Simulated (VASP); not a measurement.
Write the native input for VASP 6.6.1 that does the following.

```
Task                   : single point
Functional             : PBE
Potentials or basis    : VASP PAW PBE potentials, release 64 (La, Al, N)
Cutoff                 : 520 eV
k mesh                 : 4 × 4 × 4
Occupations            : gaussian, width 0.1 eV
Spin                   : no spin polarisation
Dipole correction      : no
Further INCAR settings : ALGO = Normal; EDIFF = 1e-06; NBANDS = 25
```

The structure of LaAl2N3 lies in POSCAR:

```
LaAl2N3
1.0
    4.1243765400      0.0000000000      0.0000000000
    0.0000000000      4.1243765400      0.0000000000
    0.0000000000      0.0000000000      5.2809642400
La Al N
1 2 3
Direct
    0.5000000000      0.5000000000      0.4487721200
    0.5000000000      0.5000000000      0.9166998600
    0.0000000000      0.0000000000      0.3104804100
    0.5000000000      0.0000000000      0.8080059000
    0.0000000000      0.5000000000      0.8080059000
    0.0000000000      0.0000000000      0.0666912000
```

These files were run (other wordings do the same):

INCAR

```
PREC = Accurate
ENCUT = 520
EDIFF = 1E-6
ISMEAR = 0
SIGMA = 0.1
LREAL = F
LASPH = T
NELM = 80
ALGO = Normal
ISIF = 2
LWAVE = F
LCHARG = F
GGA = PE
NBANDS = 25
```

KPOINTS

```
regular mesh
0
Gamma
  4 4 4
```

Potentials or basis: VASP PAW PBE potentials, release 64 (La, Al, N).

Command:

```sh
$ cat potpaw_PBE.64/La/POTCAR potpaw_PBE.64/Al/POTCAR potpaw_PBE.64/N/POTCAR > POTCAR
$ mpirun -np 1 vasp_std > vasp.out
```

Results of the run:

```
Pressure               : 28.5 GPa
Largest force          : 38.531 eV/Å
Band gap on the k mesh : zero (band 16 reaches 7.19 eV, above the bottom of band 17 at 6.01 eV)
```

Caveat: the k points lie up to 0.38 Å⁻¹ apart; spin-orbit coupling is left out, which moves the levels of the heavy elements; forces of over 1 eV/Å act on the atoms, so gaps and moduli don't describe the material at rest.

Wall time 42 s on 1 thread of Intel(R) Xeon(R) Platinum 8488C (Sapphire Rapids), on a shared host, peak memory 0.21 GiB.
